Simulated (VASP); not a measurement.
Runs of VASP 6.6.1 on Bi. The structure is that of space group Fm-3m (No. 225), or close to it. The cells are those of the table. 

| task | cell | k mesh | cutoff (eV) | gap on the mesh (eV) | pressure (GPa) | relaxed volume (Å³/atom) |
| --- | --- | --- | --- | --- | --- | --- |
| single point | a = 3.495 Å, angles 60.0°, 1 atom | 20 × 20 × 20 | 520 | none | 0.0 | - |
| relaxation of cell and atoms | relaxed from a = 3.492 Å, angles 60.0°, 1 atom | 20 × 20 × 20 | 600 | none | 0.0 | 30.19 |
| relaxation of cell and atoms | relaxed from a = 3.709 Å, angles 60.0°, 1 atom | 6 × 6 × 6 | 600 | none | 0.0 | 30.11 |
| single point | a = 3.492 Å, angles 60.0°, 1 atom | 6 × 6 × 6 | 520 | none | -0.1 | - |
| single point | a = 3.709 Å, angles 60.0°, 1 atom | 6 × 6 × 6 | 520 | none | (a) | - |

Alike in all rows: level PBEsol; potentials or basis VASP PAW PBE potentials, release 64 (Bi_d); no spin polarisation; smearing gaussian 0.1 eV.

Task: Estimate the missing entries.

Result: (a) -7.5.

Caveats: some runs use coarse meshes; the PAW data sets were made with another functional, which shifts forces and pressure a little; spin-orbit coupling is left out, which moves the levels of the heavy elements; the volume moved by over 15 % at a fixed basis, so the end points are rough (some runs).

A k mesh can miss the band edges, and the runs leave out spin-orbit coupling on Bi.

A gap of «none» marks levels without a gap at the run's occupations.
